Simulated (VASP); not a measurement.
# Fe2O3 (R-3c) in VASP: single point with PBE+U

Aim: the single point of Fe2O3 with PBE+U.

All numbers are computed with VASP 6.6.1; they aren't measurements. Logs are shortened: lines on timing, memory, paths and dates and some standing lists are left out, and cuts for length are marked.

## 1. The cell of the first run

It takes space group R-3c (No. 167, trigonal). The conventional cell has a = 5.175 Å, b = 5.175 Å, c = 13.941 Å, α = 90.00°, β = 90.00°, γ = 120.00°. Within 2.7 Å of Fe (site symmetry 3) lie 6 O at 2.01 to 2.14 Å. Within 3.0 Å of O (site symmetry 2) lie 4 Fe at 2.01 to 2.14 Å and 8 O at 2.71 to 2.95 Å.

## 2. Single point, PBE+U, collinear spin, ferromagnetic start

File INCAR:

```
ALGO = Normal
EDIFF = 1E-6
ENCUT = 600
GGA = PE
GGA_COMPAT = F
ISIF = 2
ISMEAR = 0
ISPIN = 2
LASPH = T
LCHARG = F
LDAU = T
LDAUJ = 0 0
LDAUL = 2 -1
LDAUPRINT = 1
LDAUTYPE = 2
LDAUU = 5.3 0
LMAXMIX = 4
LORBIT = 11
LREAL = F
LWAVE = F
MAGMOM = 4.39 4.39 4.39 4.39 0.41 0.41 0.41 0.41 0.41 0.41
NBANDS = 49
NELM = 200
PREC = Accurate
SIGMA = 0.02
```

File KPOINTS:

```
k-points
0
Gamma
  6 6 6
```

File POSCAR:

```
Fe2O3
1.0
    2.5876583380      1.4939852380      4.6469490357
   -2.5876583380      1.4939852380      4.6469490357
    0.0000000000     -2.9879704760      4.6469490357
Fe O
4 6
Direct
    0.3546995450      0.3546995450      0.3546995450
    0.1453004550      0.1453004550      0.1453004550
    0.6453004550      0.6453004550      0.6453004550
    0.8546995450      0.8546995450      0.8546995450
    0.5527022958      0.9472977042      0.2500000000
    0.2500000000      0.5527022958      0.9472977042
    0.9472977042      0.2500000000      0.5527022958
    0.4472977042      0.0527022958      0.7500000000
    0.7500000000      0.4472977042      0.0527022958
    0.0527022958      0.7500000000      0.4472977042
```

Potentials or basis: VASP PAW PBE potentials, release 64 (Fe, O).

Run with:

```bash
> cat potpaw_PBE.64/Fe/POTCAR potpaw_PBE.64/O/POTCAR > POTCAR
> mpirun -np 1 vasp_std > vasp.out
```

OUTCAR:

```text
EDIFF = 1E-6
   ENCUT = 600
   GGA = PE
   ISIF = 2
   ISMEAR = 0
   ISPIN = 2
   LASPH = T
   LORBIT = 11
   LREAL = F
   NELM = 200
   PREC = Accurate

 ion  position               nearest neighbor table
   1  0.355  0.355  0.355-   9 2.01   8 2.01  10 2.01   7 2.14   6 2.14   5 2.14   2 2.92   3 3.05
                             3 3.05   3 3.05
   2  0.145  0.145  0.145-  10 2.01   8 2.01   9 2.01   7 2.14   6 2.14   5 2.14   1 2.92   4 3.05
                             4 3.05   4 3.05
   3  0.645  0.645  0.645-   6 2.01   5 2.01   7 2.01   9 2.14  10 2.14   8 2.14   4 2.92   1 3.05
                             1 3.05   1 3.05
   4  0.855  0.855  0.855-   7 2.01   5 2.01   6 2.01   9 2.14  10 2.14   8 2.14   3 2.92   2 3.05
                             2 3.05   2 3.05
   5  0.553  0.947  0.250-   3 2.01   4 2.01   1 2.14   2 2.14
   6  0.250  0.553  0.947-   3 2.01   4 2.01   1 2.14   2 2.14
   7  0.947  0.250  0.553-   4 2.01   3 2.01   1 2.14   2 2.14
   8  0.447  0.053  0.750-   1 2.01   2 2.01   3 2.14   4 2.14
   9  0.750  0.447  0.053-   1 2.01   2 2.01   3 2.14   4 2.14
  10  0.053  0.750  0.447-   2 2.01   1 2.01   3 2.14   4 2.14

  LATTYP: Found a trigonal (rhomboedric) cell.
 ALAT       =     5.5246812493
 COS(alpha) =     0.5612375927

  Lattice vectors:

 A1 = (   2.5876583380,   1.4939852380,   4.6469490357)
 A2 = (  -2.5876583380,   1.4939852380,   4.6469490357)
 A3 = (   0.0000000000,  -2.9879704760,   4.6469490357)

Analysis of symmetry for initial positions (statically):
=====================================================================
 Subroutine PRICEL returns:
 Original cell was already a primitive cell.

 Routine SETGRP: Setting up the symmetry group for a
 trigonal (rhombohedral) supercell.

 Subroutine GETGRP returns: Found 12 space group operations
 (whereof  6 operations were pure point group operations)
 out of a pool of 12 trial point group operations.

The static configuration has the point symmetry S_6 .
 The point group associated with its full space group is D_3d.

Analysis of symmetry for dynamics (positions and initial velocities):
=====================================================================
 Subroutine PRICEL returns:
 Original cell was already a primitive cell.

 Routine SETGRP: Setting up the symmetry group for a
 trigonal (rhombohedral) supercell.

 Subroutine GETGRP returns: Found 12 space group operations
 (whereof  6 operations were pure point group operations)
 out of a pool of 12 trial point group operations.

The dynamic configuration has the point symmetry S_6 .
 The point group associated with its full space group is D_3d.

[... 308 lines left out ...]
  ext. energy  EPLUGINS =         0.00000000
  ---------------------------------------------------
  free energy    TOTEN  =       -66.14790659 eV

  energy without entropy =      -66.14790659  energy(sigma->0) =      -66.14790659

 E-fermi :   3.0438     XC(G=0): -11.2308

 val. band max:        2.9261160666   @ k =   0.0000   0.0000   0.0000
 cond. band min:       4.6467406707   @ k =  -0.3333   0.3333   0.0000
 fundamental gap:      1.7206246041
 Fermi energy:         3.0438090175

 spin component 1

 k-point     1 :       0.0000    0.0000    0.0000
  band No.  band energies     occupation
      1     -15.4576      1.00000
      2     -14.1944      1.00000
      3     -14.1944      1.00000
      4     -14.0649      1.00000
      5     -14.0649      1.00000
      6     -14.0637      1.00000
[... 2345 lines left out ...]
     45      11.9797      0.00000
     46      12.2303      0.00000

 [... further k-points ...]

 [bands above 46 left out]

------------------------ aborting loop because EDIFF is reached ----------------------------------------

  FORCE on cell =-STRESS in cart. coord.  units (eV):
  Direction    XX          YY          ZZ          XY          YZ          ZX
  --------------------------------------------------------------------------------------
  -------------------------------------------------------------------------------------
  Total       -4.3042868     -4.3042868     -3.6813839      0.0000000      0.0000000      0.0000000
  in kB      -63.9792847    -63.9792847    -54.7204039      0.0000000      0.0000000      0.0000000
  external PRESSURE =     -60.8929911 kB  Pullay stress =       0.0000000 kB

 VOLUME and BASIS-vectors are now :
 -----------------------------------------------------------------------------
  energy-cutoff  :      600.00
  volume of cell :      107.79
      direct lattice vectors                 reciprocal lattice vectors
     2.587658338  1.493985238  4.646949036     0.193224891  0.111558443  0.071731652
    -2.587658338  1.493985238  4.646949036    -0.193224891  0.111558443  0.071731652
     0.000000000 -2.987970476  4.646949036     0.000000000 -0.223116886  0.071731652

 POSITION                                       TOTAL-FORCE (eV/Angst)
 -----------------------------------------------------------------------------------
      0.00000      0.00000      4.94481        -0.000000      0.000000     -0.181375
      0.00000      0.00000      2.02561        -0.000000     -0.000000      0.181375
      0.00000      0.00000      8.99603        -0.000000      0.000000      0.181375
      0.00000      0.00000     11.91524        -0.000000     -0.000000     -0.181375
     -1.02108      1.49399      8.13216         0.050191     -0.000000     -0.000000
     -0.78329     -1.63127      8.13216        -0.025096      0.043467     -0.000000
      1.80437      0.13729      8.13216        -0.025096     -0.043467     -0.000000
      1.02108     -1.49399      5.80869        -0.050191     -0.000000     -0.000000
      0.78329      1.63127      5.80869         0.025096     -0.043467     -0.000000
     -1.80437     -0.13729      5.80869         0.025096      0.043467     -0.000000
 -----------------------------------------------------------------------------------
    total drift:                               -0.000000      0.000000     -0.000000

  FREE ENERGIE OF THE ION-ELECTRON SYSTEM (eV)
  ---------------------------------------------------
  free  energy   TOTEN  =       -66.1479065901 eV

  energy  without entropy=      -66.1479065901  energy(sigma->0) =      -66.14790659

 total charge

# of ion       s       p       d       tot
------------------------------------------
    1        0.363   0.496   5.738   6.597
    2        0.363   0.496   5.738   6.597
    3        0.363   0.496   5.738   6.597
    4        0.363   0.496   5.738   6.597
    5        1.553   3.465   0.000   5.018
    6        1.553   3.465   0.000   5.018
    7        1.553   3.465   0.000   5.018
    8        1.553   3.465   0.000   5.018
    9        1.553   3.465   0.000   5.018
   10        1.553   3.465   0.000   5.018
--------------------------------------------------
tot         10.770  22.773  22.953  56.497

 magnetization (x)

# of ion       s       p       d       tot
------------------------------------------
    1        0.027   0.039   4.342   4.408
    2        0.027   0.039   4.342   4.408
    3        0.027   0.039   4.342   4.408
    4        0.027   0.039   4.342   4.408
    5        0.019   0.318   0.000   0.337
    6        0.019   0.318   0.000   0.337
    7        0.019   0.318   0.000   0.337
    8        0.019   0.318   0.000   0.337
    9        0.019   0.318   0.000   0.337
   10        0.019   0.318   0.000   0.337
--------------------------------------------------
tot          0.219   2.066  17.369  19.653
```

OSZICAR:

```text
N       E                     dE             d eps       ncg     rms          rms(c)
DAV:   1     0.862620721800E+03    0.86262E+03   -0.34312E+04  6272   0.182E+03
DAV:   2     0.725080893804E+02   -0.79011E+03   -0.71402E+03  6532   0.445E+02
DAV:   3    -0.831789915482E+02   -0.15569E+03   -0.14895E+03  7212   0.217E+02
DAV:   4    -0.912837121993E+02   -0.81047E+01   -0.80505E+01  7928   0.523E+01
DAV:   5    -0.914855584466E+02   -0.20185E+00   -0.20149E+00  7552   0.805E+00    0.482E+01
DAV:   6    -0.638383360058E+02    0.27647E+02   -0.14571E+02  9262   0.142E+02    0.761E+01
DAV:   7    -0.667849624736E+02   -0.29466E+01   -0.20389E+01  7378   0.322E+01    0.406E+01
DAV:   8    -0.661966472504E+02    0.58832E+00   -0.39765E+00  9615   0.186E+01    0.270E+01
DAV:   9    -0.660888131373E+02    0.10783E+00   -0.10257E+00  8895   0.164E+01    0.664E+00
DAV:  10    -0.661542079104E+02   -0.65395E-01   -0.15370E-01  7360   0.500E+00    0.292E+00
DAV:  11    -0.661453238106E+02    0.88841E-02   -0.68782E-02  7533   0.368E+00    0.173E+00
DAV:  12    -0.661456124266E+02   -0.28862E-03   -0.12545E-01  8244   0.454E+00    0.442E-01
DAV:  13    -0.661473218832E+02   -0.17095E-02   -0.13351E-02  7323   0.963E-01    0.362E-01
DAV:  14    -0.661477037321E+02   -0.38185E-03   -0.46821E-04  8562   0.169E-01    0.193E-01
DAV:  15    -0.661479013881E+02   -0.19766E-03   -0.48803E-04  8255   0.233E-01    0.877E-02
DAV:  16    -0.661479059482E+02   -0.45601E-05   -0.25343E-04  7722   0.211E-01    0.172E-02
DAV:  17    -0.661479070653E+02   -0.11172E-05   -0.14298E-05  7295   0.252E-02    0.143E-02
DAV:  18    -0.661479065901E+02    0.47528E-06   -0.10181E-06  3918   0.126E-02
   1 F= -.66147907E+02 E0= -.66147907E+02  d E =-.477292E-19  mag=    20.0000
```

stdout:

```text
POSCAR found type information on POSCAR FeO
 POSCAR found :  2 types and      10 ions
 scaLAPACK will be used
 LDA part: xc-table for (Slater+PW92), standard interpolation
 POSCAR, INCAR and KPOINTS ok, starting setup
 FFT: planning ... GRIDC
 FFT: planning ... GRID_SOFT
 FFT: planning ... GRID
 WAVECAR not read
 entering main loop
```

Run time: 5.9 min. Hardware: 1 thread of Intel Xeon 6975P-C (Granite Rapids), shared host; peak memory 0.57 GiB.

What came out:

| Item | Value |
| --- | --- |
| Free energy | -66.1479 eV |
| Pressure | -6.1 GPa |
| Largest force | 0.181 eV/Å |
| Band gap on the k mesh | 1.72 eV (least direct gap 1.85 eV) |
| Net moment | 20.00 μB per cell |
| Site moments | Fe +4.41; O +0.34 μB |
| Valence electrons inside the program's atomic spheres | Fe 6.60; O 5.02 |

Forces in eV/Å, atoms in the order of the input:
```
Fe   0.000  0.000 -0.181
Fe   0.000  0.000  0.181
Fe   0.000  0.000  0.181
Fe   0.000  0.000 -0.181
O    0.050  0.000  0.000
O   -0.025  0.043  0.000
O   -0.025 -0.043  0.000
O   -0.050  0.000  0.000
O    0.025 -0.043  0.000
O    0.025  0.043  0.000
```

Eigenvalues of the final occupation matrices:
```
    site  spin  trace               eigenvalues
site 1 d     1   5.06  0.98 0.98 0.99 1.05 1.05
site 1 d     2   0.71  0.06 0.06 0.07 0.26 0.26
site 2 d     1   5.06  0.98 0.98 0.99 1.05 1.05
site 2 d     2   0.71  0.06 0.06 0.07 0.26 0.26
site 3 d     1   5.06  0.98 0.98 0.99 1.05 1.05
site 3 d     2   0.71  0.06 0.06 0.07 0.26 0.26
site 4 d     1   5.06  0.98 0.98 0.99 1.05 1.05
site 4 d     2   0.71  0.06 0.06 0.07 0.26 0.26
```

Caveat: the cell stands under tension; the run started ferromagnetic, and an antiferromagnetic order may lie lower in energy.
